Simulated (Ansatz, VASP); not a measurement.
## One calculation of Sn, two programs

```
Sn
1.0
    -1.95393    1.95393    1.71538
     1.95393   -1.95393    1.71538
     1.95393    1.95393   -1.71538
Sn
1
Cartesian
  0.0000 0.0000 1.7154
```

Alike in both runs: functional PBEsol; k mesh 20 × 20 × 20; occupations gaussian, width 0.1 eV; no spin polarisation.

Ansatz relaxed the structure, and its values are those at the end. VASP's run is a single point on that final structure, the one shown.

|  | VASP | Ansatz |
| --- | --- | --- |
| version | VASP 6.6.1 | Ansatz 0.2.0 |
| potentials or method | VASP PAW PBE potentials, release 64 (Sn_d), cutoff 520 eV | scalar-relativistic, plane waves, PAW |
| valence electrons in the cell | 14 | 14 |

VASP gave:

| Item | Value |
| --- | --- |
| gap on the k mesh at the Fermi level (eV) | none |
| pressure (GPa) | -0.1 |

Question: What did Ansatz give for the same quantities?

Answer: gap on the k mesh at the Fermi level (eV): none; pressure (GPa): 0.0.

VASP's potentials were made for PBE, not for PBEsol. A gap of «none» marks a metal or a gap that the smearing closes.
